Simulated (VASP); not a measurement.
# BaF2 (Fm-3m) in VASP: a series of runs

The runs below take BaF2 through single point, with LDA, PBEsol.

Everything below comes from runs of VASP 6.6.1. Logs are shortened: lines on timing, memory, paths and dates and some standing lists are left out, and cuts for length are marked.

### 1 The cell of the first run

The structure is cubic, space group Fm-3m (No. 225). The conventional cell has a = 6.194 Å, b = 6.194 Å, c = 6.194 Å, α = 90.00°, β = 90.00°, γ = 90.00°. Ba (site symmetry m-3m) has 8 F at 2.68 Å within 3.5 Å. F (site symmetry -43m) has 4 Ba at 2.68 Å and 6 F at 3.10 Å within 3.5 Å.

### 2 Single point, LDA

INCAR

```
SYSTEM = BaF2
ALGO     = Normal         ! electronic algorithm
EDIFF    = 1E-6           ! SCF threshold, eV
ENCUT    = 600            ! plane-wave cutoff, eV
GGA_COMPAT= .FALSE.      
ISIF     = 2              ! what is computed and relaxed
ISMEAR   = 0              ! smearing method
LASPH    = .TRUE.         ! aspherical terms in the spheres
LCHARG   = .TRUE.         ! write CHGCAR
LELF     = .TRUE.         ! ELF
LREAL    = .FALSE.        ! projectors in reciprocal space
LVHAR    = .TRUE.       
LWAVE    = .FALSE.        ! write WAVECAR
NBANDS   = 19             ! bands
NELM     = 120            ! most SCF steps
PREC     = Accurate       ! precision mode
SIGMA    = 0.01           ! smearing width, eV
```

KPOINTS

```
k-points
0
G
  4 4 4
  0 0 0
```

POSCAR

```
BaF2
1.0
    0.0000000000      3.0971637718      3.0971637718
    3.0971637718      0.0000000000      3.0971637718
    3.0971637718      3.0971637718      0.0000000000
Ba F
1 2
Direct
    0.0000000000      0.0000000000      0.0000000000
    0.2500000000      0.2500000000      0.2500000000
    0.7500000000      0.7500000000      0.7500000000
```

Potentials or basis: VASP PAW LDA potentials, release 64 (Ba_sv, F).

Started as:

```console
cat potpaw_LDA.64/Ba_sv/POTCAR potpaw_LDA.64/F/POTCAR > POTCAR
mpirun -np 1 vasp_std > vasp.out
```

OUTCAR:

```text
SYSTEM = BaF2
   EDIFF = 1E-6
   ENCUT = 600
   ISIF = 2
   ISMEAR = 0
   LASPH = .TRUE.
   LREAL = .FALSE.
   NELM = 120
   PREC = Accurate

 ion  position               nearest neighbor table
   1  0.000  0.000  0.000-   3 2.68   3 2.68   3 2.68   2 2.68   3 2.68   2 2.68   2 2.68   2 2.68

   2  0.250  0.250  0.250-   1 2.68   1 2.68   1 2.68   1 2.68
   3  0.750  0.750  0.750-   1 2.68   1 2.68   1 2.68   1 2.68

  LATTYP: Found a face centered cubic cell.
 ALAT       =     6.1943275436

  Lattice vectors:

 A1 = (   0.0000000000,   3.0971637718,   3.0971637718)
 A2 = (   3.0971637718,   0.0000000000,   3.0971637718)
 A3 = (   3.0971637718,   3.0971637718,   0.0000000000)

Analysis of symmetry for initial positions (statically):
=====================================================================
 Subroutine PRICEL returns:
 Original cell was already a primitive cell.

 Routine SETGRP: Setting up the symmetry group for a
 face centered cubic supercell.

 Subroutine GETGRP returns: Found 48 space group operations
 (whereof 48 operations were pure point group operations)
 out of a pool of 48 trial point group operations.

The static configuration has the point symmetry O_h .

Analysis of symmetry for dynamics (positions and initial velocities):
=====================================================================
 Subroutine PRICEL returns:
 Original cell was already a primitive cell.

 Routine SETGRP: Setting up the symmetry group for a
 face centered cubic supercell.

 Subroutine GETGRP returns: Found 48 space group operations
 (whereof 48 operations were pure point group operations)
 out of a pool of 48 trial point group operations.

The dynamic configuration has the point symmetry O_h .

 Subroutine INISYM returns: Found 48 space group operations
 (whereof 48 operations are pure point group operations),
 and found     1 'primitive' translations

----------------------------------------------------------------------------------------

                                     Primitive cell

  volume of cell :      59.4186

  direct lattice vectors                    reciprocal lattice vectors
     0.000000000  3.097163772  3.097163772    -0.161438024  0.161438024  0.161438024
     3.097163772  0.000000000  3.097163772     0.161438024 -0.161438024  0.161438024
     3.097163772  3.097163772  0.000000000     0.161438024  0.161438024 -0.161438024

  length of vectors
     4.380051011  4.380051011  4.380051011     0.279618860  0.279618860  0.279618860

  position of ions in fractional coordinates (direct lattice)
     0.000000000  0.000000000  0.000000000
     0.250000000  0.250000000  0.250000000
     0.750000000  0.750000000  0.750000000

  ion indices of the primitive-cell ions
   primitive index   ion index
                 1           1
                 2           2
                 3           3

----------------------------------------------------------------------------------------

 KPOINTS: k-points

Automatic generation of k-mesh.
 Grid dimensions read from file:
 generate k-points for:    4    4    4

 Generating k-lattice:

  Cartesian coordinates                     Fractional coordinates (reciprocal lattice)
    -0.040359506  0.040359506  0.040359506     0.250000000  0.000000000  0.000000000
     0.040359506 -0.040359506  0.040359506     0.000000000  0.250000000  0.000000000
     0.040359506  0.040359506 -0.040359506     0.000000000  0.000000000  0.250000000

  Length of vectors
     0.069904715  0.069904715  0.069904715

  Shift w.r.t. Gamma in fractional coordinates (k-lattice)
     0.000000000  0.000000000  0.000000000

 Subroutine IBZKPT returns following result:
 ===========================================

 Found      8 irreducible k-points:

 Following reciprocal coordinates:
            Coordinates               Weight
  0.000000  0.000000  0.000000      1.000000
  0.250000  0.000000  0.000000      8.000000
  0.500000  0.000000  0.000000      4.000000
  0.250000  0.250000  0.000000      6.000000
  0.500000  0.250000  0.000000     24.000000
 -0.250000  0.250000  0.000000     12.000000
  0.500000  0.500000  0.000000      3.000000
 -0.250000  0.500000  0.250000      6.000000
   k-points           NKPTS =      8   k-points in BZ     NKDIM =      8   number of bands    NBANDS=     19
   number of dos      NEDOS =    301   number of ions     NIONS =      3
   total plane-waves  NPLWV =  46656
   dimension x,y,z NGX =    36 NGY =   36 NGZ =   36
   dimension x,y,z NGXF=    72 NGYF=   72 NGZF=   72
   ions per type =               1   2
   NGX,Y,Z   is equivalent  to a cutoff of  13.66, 13.66, 13.66 a.u.
   NGXF,Y,Z  is equivalent  to a cutoff of  27.33, 27.33, 27.33 a.u.
 SYSTEM =  BaF2
   PREC   = accura    normal or accurate (medium, high low for compatibility)
   ISTART =      0    job   : 0-new  1-cont  2-samecut
   ICHARG =      2    charge: 1-file 2-atom 10-const
   ISPIN  =      1    spin polarized calculation?
   LNONCOLLINEAR =      F non collinear calculations
   LSORBIT =      F    spin-orbit coupling
   LASPH  =      T    aspherical Exc in radial PAW
   ENCUT  =  600.0 eV  44.10 Ry    6.64 a.u.   8.75  8.75  8.75*2*pi/ulx,y,z
   NELM   =    120;   NELMIN=  2; NELMDL= -5     # of ELM steps
   EDIFF  = 0.1E-05   stopping-criterion for ELM
   LREAL  =      F    real-space projection
   EDIFFG = 0.1E-04   stopping-criterion for IOM
   NSW    =      0    number of steps for IOM
   IBRION =     -1    ionic relax: 0-MD 1-quasi-New 2-CG
   NFREE  =      0    steps in history (QN), initial steepest desc. (CG)
   ISIF   =      2    stress and relaxation
   ISYM   =      2    0-nonsym 1-usesym 2-fastsym
   POTIM  = 0.5000    time-step for ionic-motion
   TEBEG  =    0.0;   TEEND  =   0.0 temperature during run
   PSTRESS=    0.0 pullay stress
   NELECT =      24.0000    total number of electrons
   NUPDOWN=      -1.0000    fix difference up-down
   EMIN   =  10.00;   EMAX   =-10.00  energy-range for DOS
   EFERMI =   0.00;   METHOD = LEGACY
   ISMEAR =     0;   SIGMA  =   0.01  broadening in eV -4-tet -1-fermi 0-gaus
   EFERMI_NEDOS =   21; number of points for ismear=-14 and -15
   IALGO  =     38    algorithm
   IMIX   =      4    mixing-type and parameters
     AMIX     =   0.40;   BMIX     =  1.00
     AMIX_MAG =   1.60;   BMIX_MAG =  1.00
  volume/ion in A,a.u.               =      19.81       133.66
  Fermi-wavevector in a.u.,A,eV,Ry     =   1.210146  2.286844 19.925095  1.464453
  Thomas-Fermi vector in A             =   2.345702
   LORBIT       =      0    0 simple, 1 ext, 2 COOP (PROOUT), +10 PAW based schemes
   GGA     = CA    functional components
   LHFCALC =     F    Hartree Fock is set to
   AEXX    =    0.0000 exact exchange contribution
   IVDW    =     0    specifies the selected vdW correction
   LEPSILON=     F    determine dielectric tensor
   LRPA    =     F    only Hartree local field effects (RPA)
 non-spin polarized calculation
 Gauss-broadening in eV      SIGMA  =   0.01
  energy-cutoff  :      600.00
  volume of cell :       59.42
 maximum number of plane-waves:      2012
 NGX is ok and might be reduce to    36
   NGX = 17   NGY = 17   NGZ = 17

 number of electron      24.0000001 magnetization

 Free energy of the ion-electron system (eV)
  ---------------------------------------------------
  ext. energy  EPLUGINS =         0.00000000
  ---------------------------------------------------
  free energy    TOTEN  =       -18.60233879 eV

  energy without entropy =      -18.60233879  energy(sigma->0) =      -18.60233879

 E-fermi :  -2.4038     XC(G=0):  -9.3467

 val. band max:       -2.4528362878   @ k =  -0.2500   0.2500   0.0000
 cond. band min:       3.9465460002   @ k =   0.0000   0.0000   0.0000
 fundamental gap:      6.3993822880
 Fermi energy:        -2.4037764050

 k-point     1 :       0.0000    0.0000    0.0000
  band No.  band energies     occupation
      1     -25.3643      2.00000
      2     -20.9561      2.00000
      3     -20.9227      2.00000
      4     -10.2282      2.00000
      5     -10.2282      2.00000
      6     -10.2282      2.00000
[... 11 lines left out ...]
     18       8.8861      0.00000
     19      12.6280      0.00000

 k-point     2 :       0.2500    0.0000    0.0000
  band No.  band energies     occupation
      1     -25.2598      2.00000
      2     -21.0690      2.00000
      3     -21.0005      2.00000
      4     -10.3248      2.00000
      5     -10.3168      2.00000
      6     -10.3168      2.00000
[... 11 lines left out ...]
     18       8.9581      0.00000
     19      10.9654      0.00000

 k-point     3 :       0.5000    0.0000    0.0000
  band No.  band energies     occupation
      1     -25.1472      2.00000
      2     -21.2233      2.00000
      3     -21.0458      2.00000
      4     -10.4009      2.00000
      5     -10.4003      2.00000
      6     -10.4003      2.00000
[... 11 lines left out ...]
     18       9.1049      0.00000
     19      11.2684      0.00000

 k-point     4 :       0.2500    0.2500    0.0000
  band No.  band energies     occupation
      1     -25.2241      2.00000
      2     -21.1076      2.00000
      3     -21.0246      2.00000
      4     -10.4504      2.00000
      5     -10.4504      2.00000
      6     -10.1439      2.00000
[... 11 lines left out ...]
     18       9.1317      0.00000
     19      12.6760      0.00000

 k-point     5 :       0.5000    0.2500    0.0000
  band No.  band energies     occupation
      1     -25.1100      2.00000
      2     -21.2210      2.00000
      3     -21.1118      2.00000
      4     -10.5346      2.00000
      5     -10.5309      2.00000
      6     -10.2236      2.00000
[... 11 lines left out ...]
     18       9.9981      0.00000
     19      11.2349      0.00000

 k-point     6 :      -0.2500    0.2500    0.0000
  band No.  band energies     occupation
      1     -25.1485      2.00000
      2     -21.1532      2.00000
      3     -21.1137      2.00000
      4     -10.4198      2.00000
      5     -10.4034      2.00000
      6     -10.3900      2.00000
[... 11 lines left out ...]
     18       9.7833      0.00000
     19      11.4949      0.00000

 k-point     7 :       0.5000    0.5000    0.0000
  band No.  band energies     occupation
      1     -25.0709      2.00000
      2     -21.3049      2.00000
      3     -21.0914      2.00000
      4     -10.6532      2.00000
      5     -10.6532      2.00000
      6     -10.0472      2.00000
[... 11 lines left out ...]
     18      10.1699      0.00000
     19      12.2379      0.00000

 k-point     8 :      -0.2500    0.5000    0.2500
  band No.  band energies     occupation
      1     -25.0707      2.00000
      2     -21.2003      2.00000
      3     -21.2003      2.00000
      4     -10.6727      2.00000
      5     -10.3492      2.00000
      6     -10.3492      2.00000
[... 11 lines left out ...]
     18      11.9471      0.00000
     19      12.2463      0.00000

------------------------ aborting loop because EDIFF is reached ----------------------------------------

  FORCE on cell =-STRESS in cart. coord.  units (eV):
  Direction    XX          YY          ZZ          XY          YZ          ZX
  --------------------------------------------------------------------------------------
  -------------------------------------------------------------------------------------
  Total       -1.2266621     -1.2266621     -1.2266621      0.0000000      0.0000000      0.0000000
  in kB      -33.0760041    -33.0760041    -33.0760041      0.0000000      0.0000000      0.0000000
  external PRESSURE =     -33.0760041 kB  Pullay stress =       0.0000000 kB

 VOLUME and BASIS-vectors are now :
 -----------------------------------------------------------------------------
  energy-cutoff  :      600.00
  volume of cell :       59.42
      direct lattice vectors                 reciprocal lattice vectors
     0.000000000  3.097163772  3.097163772    -0.161438024  0.161438024  0.161438024
     3.097163772  0.000000000  3.097163772     0.161438024 -0.161438024  0.161438024
     3.097163772  3.097163772  0.000000000     0.161438024  0.161438024 -0.161438024

 POSITION                                       TOTAL-FORCE (eV/Angst)
 -----------------------------------------------------------------------------------
      0.00000      0.00000      0.00000        -0.000000     -0.000000      0.000000
      1.54858      1.54858      1.54858         0.000000      0.000000      0.000000
      4.64575      4.64575      4.64575        -0.000000     -0.000000     -0.000000
 -----------------------------------------------------------------------------------
    total drift:                                0.000000      0.000000      0.000000

  FREE ENERGIE OF THE ION-ELECTRON SYSTEM (eV)
  ---------------------------------------------------
  free  energy   TOTEN  =       -18.6023387948 eV

  energy  without entropy=      -18.6023387948  energy(sigma->0) =      -18.60233879
```

It took 27 s on 1 thread of AMD EPYC 7R43 (Zen 3), shared host; peak memory 0.13 GiB.

What came out:

- Free energy: -18.6023 eV
- Pressure: -3.3 GPa
- Band gap on the k mesh: 6.40 eV (least direct gap 6.49 eV)

Caveat: the k points lie up to 0.44 Å⁻¹ apart; spin-orbit coupling is left out, which moves the levels of the heavy elements. A k mesh can miss the band edges.

(Continued in part 2 of 2.)
